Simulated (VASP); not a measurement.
# BaS (R-3m) in VASP: single point with PBEsol

Aim: the single point of BaS with PBEsol.

Program: VASP 6.6.1. These are calculated values, not measurements. Logs are shortened: lines on timing, memory, paths and dates and some standing lists are left out, and cuts for length are marked.

**1. The cell of the first run**

It takes space group R-3m (No. 166, trigonal). Conventional cell: a = 4.471 Å, b = 4.471 Å, c = 11.285 Å, α = 90.00°, β = 90.00°, γ = 120.00°. Within 4.2 Å of Ba (site symmetry -3m) lie 6 S at 3.19 Å. Within 4.2 Å of S (site symmetry -3m) lie 6 Ba at 3.19 Å.

**2. Single point, PBEsol (equal xy, yz and zx shear strains of +2 %)**

The input, INCAR:

```
PREC     = Accurate       # precision mode
ENCUT    = 520            # plane-wave cutoff, eV
EDIFF    = 1E-6           # SCF threshold, eV
ISMEAR   = -1             # smearing method
SIGMA    = 0.02           # smearing width, eV
LREAL    = False          # projectors in reciprocal space
LASPH    = True           # aspherical terms in the spheres
NELM     = 100            # most SCF steps
ALGO     = Normal         # electronic algorithm
ISIF     = 2              # what is computed and relaxed
LWAVE    = False          # write WAVECAR
LCHARG   = False          # write CHGCAR
GGA      = PS             # functional
NBANDS   = 15             # bands
```

The input, KPOINTS:

```
Automatic mesh
0
Gamma
  8 8 8
```

The input, POSCAR:

```
BaS
1.0
    0.0638750000      3.2256875000      3.2256875000
    3.2256875000      0.0638750000      3.2256875000
    3.2256875000      3.2256875000      0.0638750000
Ba S
1 1
Direct
    0.0000000000      0.0000000000      0.0000000000
    0.5000000000      0.5000000000      0.5000000000
```

Potentials or basis: VASP PAW PBE potentials, release 64 (Ba_sv, S).

Started as:

```console
$ cat potpaw_PBE.64/Ba_sv/POTCAR potpaw_PBE.64/S/POTCAR > POTCAR
$ mpirun -np 1 vasp_std > vasp.out
```

OUTCAR:

```text
PREC = Accurate
   ENCUT = 520
   EDIFF = 1E-6
   ISMEAR = -1
   LREAL = False
   LASPH = True
   NELM = 100
   ISIF = 2
   GGA = PS

 ion  position               nearest neighbor table
   1  0.000  0.000  0.000-   2 3.19   2 3.19   2 3.19   2 3.19   2 3.19   2 3.19
   2  0.500  0.500  0.500-   1 3.19   1 3.19   1 3.19   1 3.19   1 3.19   1 3.19

  LATTYP: Found a trigonal (rhomboedric) cell.
 ALAT       =     4.5622581811
 COS(alpha) =     0.5197000882

  Lattice vectors:

 A1 = (   0.0638750000,   3.2256875000,   3.2256875000)
 A2 = (   3.2256875000,   0.0638750000,   3.2256875000)
 A3 = (   3.2256875000,   3.2256875000,   0.0638750000)

Analysis of symmetry for initial positions (statically):
=====================================================================
 Subroutine PRICEL returns:
 Original cell was already a primitive cell.

 Routine SETGRP: Setting up the symmetry group for a
 trigonal (rhombohedral) supercell.

 Subroutine GETGRP returns: Found 12 space group operations
 (whereof 12 operations were pure point group operations)
 out of a pool of 12 trial point group operations.

The static configuration has the point symmetry D_3d.

Analysis of symmetry for dynamics (positions and initial velocities):
=====================================================================
 Subroutine PRICEL returns:
 Original cell was already a primitive cell.

 Routine SETGRP: Setting up the symmetry group for a
 trigonal (rhombohedral) supercell.

 Subroutine GETGRP returns: Found 12 space group operations
 (whereof 12 operations were pure point group operations)
 out of a pool of 12 trial point group operations.

The dynamic configuration has the point symmetry D_3d.

 Subroutine INISYM returns: Found 12 space group operations
 (whereof 12 operations are pure point group operations),
 and found     1 'primitive' translations

----------------------------------------------------------------------------------------

                                     Primitive cell

  volume of cell :      65.1333

  direct lattice vectors                    reciprocal lattice vectors
     0.063875000  3.225687500  3.225687500    -0.159687509  0.156586780  0.156586780
     3.225687500  0.063875000  3.225687500     0.156586780 -0.159687509  0.156586780
     3.225687500  3.225687500  0.063875000     0.156586780  0.156586780 -0.159687509

  length of vectors
     4.562258181  4.562258181  4.562258181     0.273018204  0.273018204  0.273018204

  position of ions in fractional coordinates (direct lattice)
[... 84 lines left out ...]
   NFREE  =      0    steps in history (QN), initial steepest desc. (CG)
   ISIF   =      2    stress and relaxation
   ISYM   =      2    0-nonsym 1-usesym 2-fastsym
   POTIM  = 0.5000    time-step for ionic-motion
   TEBEG  =    0.0;   TEEND  =   0.0 temperature during run
   PSTRESS=    0.0 pullay stress
   NELECT =      16.0000    total number of electrons
   NUPDOWN=      -1.0000    fix difference up-down
   EMIN   =  10.00;   EMAX   =-10.00  energy-range for DOS
   EFERMI =   0.00;   METHOD = LEGACY
   ISMEAR =    -1;   SIGMA  =   0.02  broadening in eV -4-tet -1-fermi 0-gaus
   EFERMI_NEDOS =   21; number of points for ismear=-14 and -15
   IALGO  =     38    algorithm
   IMIX   =      4    mixing-type and parameters
     AMIX     =   0.40;   BMIX     =  1.00
     AMIX_MAG =   1.60;   BMIX_MAG =  1.00
  volume/ion in A,a.u.               =      32.57       219.77
  Fermi-wavevector in a.u.,A,eV,Ry     =   1.025291  1.937519 14.302733  1.051221
  Thomas-Fermi vector in A             =   2.159123
   LORBIT       =      0    0 simple, 1 ext, 2 COOP (PROOUT), +10 PAW based schemes
   GGA     = PS    functional components
   LHFCALC =     F    Hartree Fock is set to
   AEXX    =    0.0000 exact exchange contribution
   IVDW    =     0    specifies the selected vdW correction
   LEPSILON=     F    determine dielectric tensor
   LRPA    =     F    only Hartree local field effects (RPA)
 non-spin polarized calculation
  energy-cutoff  :      520.00
  volume of cell :       65.13
 maximum number of plane-waves:      1774
 NGX is ok and might be reduce to    36
   NGX = 17   NGY = 17   NGZ = 17

 number of electron      16.0000000 magnetization

 Free energy of the ion-electron system (eV)
  ---------------------------------------------------
  ext. energy  EPLUGINS =         0.00000000
  ---------------------------------------------------
  free energy    TOTEN  =       -10.71346423 eV

  energy without entropy =      -10.71346423  energy(sigma->0) =      -10.71346423

 E-fermi :   1.7535     XC(G=0):  -8.8249

 val. band max:        1.3714781364   @ k =   0.0000   0.0000   0.0000
 cond. band min:       3.3246362993   @ k =   0.5000   0.5000   0.0000
 fundamental gap:      1.9531581630
 Fermi energy:         1.7534724221

 k-point     1 :       0.0000    0.0000    0.0000
  band No.  band energies     occupation
      1     -24.6946      2.00000
      2      -9.7427      2.00000
      3      -9.7326      2.00000
      4      -9.7326      2.00000
      5      -9.0078      2.00000
      6       1.2994      2.00000
      7       1.3715      2.00000
      8       1.3715      2.00000
      9       4.7034      0.00000
     10       5.0178      0.00000
     11       5.2066      0.00000
     12       5.2066      0.00000
     13       6.0902      0.00000
     14       6.0902      0.00000
[... 401 lines left out ...]
      2     -10.5940      2.00000
      3      -9.8477      2.00000
      4      -9.7526      2.00000
      5      -8.0671      2.00000
      6      -0.1436      2.00000
      7       0.4732      2.00000
      8       0.8089      2.00000
      9       5.3817      0.00000
     10       6.1961      0.00000
     11       6.5931      0.00000
     12       6.9746      0.00000
     13       8.0297      0.00000
     14       8.9594      0.00000
     15      11.2973      0.00000

 [... further k-points ...]
[... 5 lines left out ...]
  --------------------------------------------------------------------------------------
  -------------------------------------------------------------------------------------
  Total       -0.2200609     -0.2200609     -0.2200609     -0.1607239     -0.1607239     -0.1607239
  in kB       -5.4131517     -5.4131517     -5.4131517     -3.9535536     -3.9535536     -3.9535536
  external PRESSURE =      -5.4131517 kB  Pullay stress =       0.0000000 kB

 VOLUME and BASIS-vectors are now :
 -----------------------------------------------------------------------------
  energy-cutoff  :      520.00
  volume of cell :       65.13
      direct lattice vectors                 reciprocal lattice vectors
     0.063875000  3.225687500  3.225687500    -0.159687509  0.156586780  0.156586780
     3.225687500  0.063875000  3.225687500     0.156586780 -0.159687509  0.156586780
     3.225687500  3.225687500  0.063875000     0.156586780  0.156586780 -0.159687509

 POSITION                                       TOTAL-FORCE (eV/Angst)
 -----------------------------------------------------------------------------------
      0.00000      0.00000      0.00000         0.000000      0.000000     -0.000000
      3.25762      3.25762      3.25762        -0.000000     -0.000000      0.000000
 -----------------------------------------------------------------------------------
    total drift:                                0.000000      0.000000      0.000000

  FREE ENERGIE OF THE ION-ELECTRON SYSTEM (eV)
  ---------------------------------------------------
  free  energy   TOTEN  =       -10.7134642347 eV

  energy  without entropy=      -10.7134642346  energy(sigma->0) =      -10.71346423
```

Run time: 48 s. Hardware: 1 thread of Intel Xeon Platinum 8259CL at 2.50GHz (Skylake/Cascade Lake), shared host; peak memory 0.24 GiB.

What came out:

```
Free energy            : -10.7135 eV
Pressure               : -0.5 GPa
Band gap on the k mesh : 1.95 eV (least direct gap 2.09 eV)
```

Caveat: the cell differs from its parent crystal (equal xy, yz and zx shear strains of +2 %); the PAW data sets were made with another functional, which shifts forces and pressure a little; spin-orbit coupling is left out, which moves the levels of the heavy elements.
